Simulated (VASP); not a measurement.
# B2Ru3 (P6_3/mmc) in VASP: notebook

B2Ru3 is run at these levels: PBE; tasks: single point.

Everything below comes from runs of VASP 6.6.1. Logs are shortened: lines on timing, memory, paths and dates and some standing lists are left out, and cuts for length are marked.

### 1 The cell of the first run

The structure is hexagonal, space group P6_3/mmc (No. 194). Conventional cell: a = 2.845 Å, b = 2.845 Å, c = 15.623 Å, α = 90.00°, β = 90.00°, γ = 120.00°. B (site symmetry 3m) has 6 Ru at 2.14 to 2.20 Å and 7 B at 2.84 to 2.91 Å within 3.0 Å. Ru (site symmetry 3m) has 3 B at 2.14 Å and 10 Ru at 2.70 to 2.84 Å within 2.9 Å. Ru (site symmetry -6m2) has 6 B at 2.20 Å and 8 Ru at 2.83 to 2.84 Å within 2.9 Å.

### 2 Single point, PBE

The input, INCAR:

```
SYSTEM = B2Ru3
ALGO = Fast
EDIFF = 1E-6
ENCUT = 520
GGA = PE
ISIF = 2
ISMEAR = 0
LASPH = .True.
LCHARG = .False.
LREAL = .False.
LWAVE = .False.
NBANDS = 59
NELM = 60
PREC = Accurate
SIGMA = 0.2
```

The input, KPOINTS:

```
k-points
0
Gamma
  12 12 2
  0 0 0
```

The input, POSCAR:

```
B2Ru3
1.0
    2.8449687727      0.0000000000      0.0000000000
   -1.4224843864      2.4638152301      0.0000000000
    0.0000000000      0.0000000000     15.6227439349
B Ru
4 6
Direct
    0.3333333333      0.6666666667      0.1567670882
    0.6666666667      0.3333333333      0.6567670882
    0.3333333333      0.6666666667      0.3432329118
    0.6666666667      0.3333333333      0.8432329118
    0.3333333333      0.6666666667      0.9314407466
    0.6666666667      0.3333333333      0.4314407466
    0.3333333333      0.6666666667      0.5685592534
    0.6666666667      0.3333333333      0.0685592534
    0.3333333333      0.6666666667      0.7500000000
    0.6666666667      0.3333333333      0.2500000000
```

Potentials or basis: VASP PAW PBE potentials, release 64 (B, Ru_pv).

The run is started by

```
cat potpaw_PBE.64/B/POTCAR potpaw_PBE.64/Ru_pv/POTCAR > POTCAR
mpirun -np 1 vasp_std > vasp.out
```

OUTCAR:

```text
SYSTEM = B2Ru3
   EDIFF = 1E-6
   ENCUT = 520
   GGA = PE
   ISIF = 2
   ISMEAR = 0
   LASPH = .True.
   LREAL = .False.
   NELM = 60
   PREC = Accurate

 ion  position               nearest neighbor table
   1  0.333  0.667  0.157-   8 2.14   8 2.14   8 2.14  10 2.20  10 2.20  10 2.20
   2  0.667  0.333  0.657-   7 2.14   7 2.14   7 2.14   9 2.20   9 2.20   9 2.20
   3  0.333  0.667  0.343-   6 2.14   6 2.14   6 2.14  10 2.20  10 2.20  10 2.20
   4  0.667  0.333  0.843-   5 2.14   5 2.14   5 2.14   9 2.20   9 2.20   9 2.20
   5  0.333  0.667  0.931-   4 2.14   4 2.14   4 2.14   8 2.70   8 2.70   8 2.70   9 2.83
   6  0.667  0.333  0.431-   3 2.14   3 2.14   3 2.14   7 2.70   7 2.70   7 2.70  10 2.83
   7  0.333  0.667  0.569-   2 2.14   2 2.14   2 2.14   6 2.70   6 2.70   6 2.70   9 2.83
   8  0.667  0.333  0.069-   1 2.14   1 2.14   1 2.14   5 2.70   5 2.70   5 2.70  10 2.83
   9  0.333  0.667  0.750-   2 2.20   4 2.20   2 2.20   4 2.20   2 2.20   4 2.20   5 2.83   7 2.83

  10  0.667  0.333  0.250-   1 2.20   3 2.20   1 2.20   3 2.20   1 2.20   3 2.20   6 2.83   8 2.83

  LATTYP: Found a hexagonal cell.
 ALAT       =     2.8449687727
 C/A-ratio  =     5.4913586697

  Lattice vectors:

 A1 = (   2.8449687727,   0.0000000000,   0.0000000000)
 A2 = (  -1.4224843864,   2.4638152301,   0.0000000000)
 A3 = (   0.0000000000,   0.0000000000,  15.6227439349)

Analysis of symmetry for initial positions (statically):
=====================================================================
 Subroutine PRICEL returns:
 Original cell was already a primitive cell.

 Routine SETGRP: Setting up the symmetry group for a
 hexagonal supercell.

 Subroutine GETGRP returns: Found 24 space group operations
 (whereof 12 operations were pure point group operations)
 out of a pool of 24 trial point group operations.

The static configuration has the point symmetry D_3d.
 The point group associated with its full space group is D_6h.

Analysis of symmetry for dynamics (positions and initial velocities):
=====================================================================
 Subroutine PRICEL returns:
 Original cell was already a primitive cell.

 Routine SETGRP: Setting up the symmetry group for a
 hexagonal supercell.

 Subroutine GETGRP returns: Found 24 space group operations
 (whereof 12 operations were pure point group operations)
 out of a pool of 24 trial point group operations.

The dynamic configuration has the point symmetry D_3d.
 The point group associated with its full space group is D_6h.

 Subroutine INISYM returns: Found 24 space group operations
[... 119 lines left out ...]
   ISIF   =      2    stress and relaxation
   ISYM   =      2    0-nonsym 1-usesym 2-fastsym
   POTIM  = 0.5000    time-step for ionic-motion
   TEBEG  =    0.0;   TEEND  =   0.0 temperature during run
   PSTRESS=    0.0 pullay stress
   NELECT =      96.0000    total number of electrons
   NUPDOWN=      -1.0000    fix difference up-down
   EMIN   =  10.00;   EMAX   =-10.00  energy-range for DOS
   EFERMI =   0.00;   METHOD = LEGACY
   ISMEAR =     0;   SIGMA  =   0.20  broadening in eV -4-tet -1-fermi 0-gaus
   EFERMI_NEDOS =   21; number of points for ismear=-14 and -15
   IALGO  =     68    algorithm
   IMIX   =      4    mixing-type and parameters
     AMIX     =   0.40;   BMIX     =  1.00
     AMIX_MAG =   1.60;   BMIX_MAG =  1.00
  volume/ion in A,a.u.               =      10.95        73.90
  Fermi-wavevector in a.u.,A,eV,Ry     =   1.566815  2.960850 33.401048  2.454908
  Thomas-Fermi vector in A             =   2.669087
   LORBIT       =      0    0 simple, 1 ext, 2 COOP (PROOUT), +10 PAW based schemes
   GGA     = PE    functional components
   LHFCALC =     F    Hartree Fock is set to
   AEXX    =    0.0000 exact exchange contribution
   IVDW    =     0    specifies the selected vdW correction
   LEPSILON=     F    determine dielectric tensor
   LRPA    =     F    only Hartree local field effects (RPA)
 non-spin polarized calculation
 RMM-DIIS sequential band-by-band and
 Gauss-broadening in eV      SIGMA  =   0.20
  energy-cutoff  :      520.00
  volume of cell :      109.51
 maximum number of plane-waves:      2973
 NGX is ok and might be reduce to    24
   NGX = 11   NGY = 11   NGZ = 59

 number of electron      96.0000007 magnetization

 Free energy of the ion-electron system (eV)
  ---------------------------------------------------
  ext. energy  EPLUGINS =         0.00000000
  ---------------------------------------------------
  free energy    TOTEN  =       -84.54702685 eV

  energy without entropy =      -84.45614717  energy(sigma->0) =      -84.50158701

 E-fermi :  11.3159     XC(G=0): -13.5698

 val. band max:       11.3153863864   @ k =   0.0833   0.0000   0.0000
 cond. band min:      11.3851952540   @ k =   0.1667   0.1667   0.0000
 fundamental gap:      0.0698088677
 Fermi energy:        11.3159177609

 k-point     1 :       0.0000    0.0000    0.0000
  band No.  band energies     occupation
      1     -32.1996      2.00000
      2     -32.1487      2.00000
      3     -31.9433      2.00000
      4     -31.8194      2.00000
      5     -31.6959      2.00000
      6     -31.6226      2.00000
[... 1477 lines left out ...]
     58      15.5758      0.00000
     59      16.6303      0.00000

 [... further k-points ...]
[... 5 lines left out ...]
  --------------------------------------------------------------------------------------
  -------------------------------------------------------------------------------------
  Total       -0.0313147     -0.0313147      0.2556951      0.0000000     -0.0000000     -0.0000000
  in kB       -0.4581588     -0.4581588      3.7410199      0.0000000     -0.0000000     -0.0000000
  external PRESSURE =       0.9415674 kB  Pullay stress =       0.0000000 kB

 VOLUME and BASIS-vectors are now :
 -----------------------------------------------------------------------------
  energy-cutoff  :      520.00
  volume of cell :      109.51
      direct lattice vectors                 reciprocal lattice vectors
     2.844968773  0.000000000  0.000000000     0.351497707  0.202937296  0.000000000
    -1.422484386  2.463815230  0.000000000     0.000000000  0.405874591  0.000000000
     0.000000000  0.000000000 15.622743935     0.000000000  0.000000000  0.064009242

 POSITION                                       TOTAL-FORCE (eV/Angst)
 -----------------------------------------------------------------------------------
     -0.00000      1.64254      2.44913        -0.000000      0.000000      0.022866
      1.42248      0.82127     10.26050         0.000000     -0.000000      0.022866
     -0.00000      1.64254      5.36224        -0.000000      0.000000     -0.022866
      1.42248      0.82127     13.17361        -0.000000     -0.000000     -0.022866
     -0.00000      1.64254     14.55166        -0.000000     -0.000000      0.018186
      1.42248      0.82127      6.74029         0.000000     -0.000000      0.018186
     -0.00000      1.64254      8.88246         0.000000     -0.000000     -0.018186
      1.42248      0.82127      1.07108         0.000000      0.000000     -0.018186
     -0.00000      1.64254     11.71706        -0.000000      0.000000     -0.000000
      1.42248      0.82127      3.90569         0.000000     -0.000000     -0.000000
 -----------------------------------------------------------------------------------
    total drift:                               -0.000000      0.000000     -0.000000

  FREE ENERGIE OF THE ION-ELECTRON SYSTEM (eV)
  ---------------------------------------------------
  free  energy   TOTEN  =       -84.5470268468 eV

  energy  without entropy=      -84.4561471724  energy(sigma->0) =      -84.50158701
```

stdout:

```text
POSCAR found type information on POSCAR B Ru
 POSCAR found :  2 types and      10 ions
 scaLAPACK will be used
 LDA part: xc-table for (Slater+PW92), standard interpolation
 POSCAR, INCAR and KPOINTS ok, starting setup
 FFT: planning ... GRIDC
 FFT: planning ... GRID_SOFT
 FFT: planning ... GRID
 WAVECAR not read
 entering main loop
```

It took 2.4 min on 1 thread of Intel Xeon 6975P-C (Granite Rapids), shared host; peak memory 0.35 GiB.

Results:

| Item | Value |
| --- | --- |
| Free energy | -84.5470 eV |
| Pressure | 0.1 GPa |
| Largest force | 0.023 eV/Å |
| Band gap on the k mesh | zero (bands 48 and 49 overlap by 2.45 eV) |

Forces on the atoms (eV/Å):
```
B    0.000  0.000  0.023
B    0.000  0.000  0.023
B    0.000  0.000 -0.023
B    0.000  0.000 -0.023
Ru   0.000  0.000  0.018
Ru   0.000  0.000  0.018
Ru   0.000  0.000 -0.018
Ru   0.000  0.000 -0.018
Ru   0.000  0.000  0.000
Ru   0.000  0.000  0.000
```

Stress tensor (GPa, compression positive):
```
-0.05  0.00  0.00
 0.00 -0.05  0.00
 0.00  0.00  0.37
```

### 3 Single point, PBE

The input, INCAR:

```
PREC     = Accurate       # precision mode
ENCUT    = 520            # plane-wave cutoff, eV
EDIFF    = 1E-6           # SCF threshold, eV
ISMEAR   = 0              # smearing method
SIGMA    = 0.1            # smearing width, eV
LREAL    = F              # projectors in reciprocal space
LASPH    = T              # aspherical terms in the spheres
NELM     = 60             # most SCF steps
ALGO     = Fast           # electronic algorithm
ISIF     = 2              # what is computed and relaxed
LWAVE    = F              # write WAVECAR
LCHARG   = T              # write CHGCAR
GGA      = PE             # functional
LELF     = T              # ELF
LVHAR    = T            
NBANDS   = 59             # bands
```

The input, KPOINTS:

```
regular mesh
0
Gamma
  12 12 2
```

The input, POSCAR:

```
B2Ru3
1.0
    2.8448599912      0.0000000000      0.0000000000
   -1.4224299956      2.4637210226      0.0000000000
    0.0000000000      0.0000000000     15.6232713217
B Ru
4 6
Direct
    0.3333333333      0.6666666667      0.1567669647
    0.6666666667      0.3333333333      0.6567669647
    0.3333333333      0.6666666667      0.3432330353
    0.6666666667      0.3333333333      0.8432330353
    0.3333333333      0.6666666667      0.9314414205
    0.6666666667      0.3333333333      0.4314414205
    0.3333333333      0.6666666667      0.5685585795
    0.6666666667      0.3333333333      0.0685585795
    0.3333333333      0.6666666667      0.7500000000
    0.6666666667      0.3333333333      0.2500000000
```

Potentials or basis: VASP PAW PBE potentials, release 64 (B, Ru_pv).

The run is started by

```
cat potpaw_PBE.64/B/POTCAR potpaw_PBE.64/Ru_pv/POTCAR > POTCAR
mpirun -np 1 vasp_std > vasp.out
```

It took 2.3 min on 1 thread of Intel Xeon 6975P-C (Granite Rapids), shared host; peak memory 0.35 GiB.

Results (log left out):

- Free energy: -84.5154 eV
- Pressure: 0.0 GPa
- Largest force: 0.017 eV/Å
- Band gap on the k mesh: zero (bands 48 and 49 overlap by 2.45 eV)

Forces on the atoms (eV/Å):
```
B    0.000  0.000  0.004
B    0.000  0.000  0.004
B    0.000  0.000 -0.004
B    0.000  0.000 -0.004
Ru   0.000  0.000  0.017
Ru   0.000  0.000  0.017
Ru   0.000  0.000 -0.017
Ru   0.000  0.000 -0.017
Ru   0.000  0.000  0.000
Ru   0.000  0.000  0.000
```

Levels at points of the mesh, in eV from the Fermi level:
| k point | band 43 | band 44 | band 45 | band 46 | band 47 | band 48 | band 49 | band 50 | band 51 | band 52 |
| --- | --- | --- | --- | --- | --- | --- | --- | --- | --- | --- |
| (0.00, 0.00, 0.00) | -2.14 | -1.95 | -1.60 | -1.60 | -1.57 | -1.57 | -0.59 | -0.59 | -0.16 | -0.16 |
| (0.50, 0.00, 0.00) | -0.65 | -0.38 | -0.21 | -0.18 | 0.43 | 0.61 | 0.65 | 0.72 | 0.94 | 0.96 |
| (0.00, 0.00, 0.50) | -2.08 | -2.08 | -2.05 | -2.05 | -1.02 | -1.02 | -1.02 | -1.02 | 0.12 | 0.12 |
| (0.50, 0.00, 0.50) | -0.74 | -0.74 | -0.22 | -0.22 | 0.53 | 0.53 | 0.69 | 0.69 | 0.95 | 0.95 |

The gap in the log of VASP goes by the Fermi energy; the results here count the filled bands.